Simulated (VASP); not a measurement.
A run of VASP 6.6.1:

The input INCAR:

```
PREC = Accurate
ENCUT = 520
EDIFF = 1E-6
ISMEAR = -1
SIGMA = 0.08
LREAL = F
LASPH = T
NELM = 80
ALGO = Normal
ISIF = 2
LWAVE = F
LCHARG = T
GGA = CA
LELF = T
LVHAR = T
NBANDS = 18
```

Contents of KPOINTS:

```
regular mesh
0
Gamma
  12 12 7
```

POSCAR

```
Y
1.0
    3.6021486032      0.0000000000      0.0000000000
   -1.8010743015      3.1195521985      0.0000000000
    0.0000000000      0.0000000000      5.6697229104
Y
2
Direct
    0.3333333333      0.6666666667      0.2500000000
    0.6666666667      0.3333333333      0.7500000000
```

Potentials or basis: VASP PAW LDA potentials, release 64 (Y_sv).

Launch:

```console
$ cat potpaw_LDA.64/Y_sv/POTCAR > POTCAR
$ mpirun -np 1 vasp_std > vasp.out
```

Hardware: 1 thread of Oxide Virtual Turin-like Processor (shared host).

**Question.** How long does it take, and how much memory?

**Answer.** It took 84 s on 1 thread of Oxide Virtual Turin-like Processor, on a shared host, peak memory 0.18 GiB. Counts: scf iterations 13, k points 76.
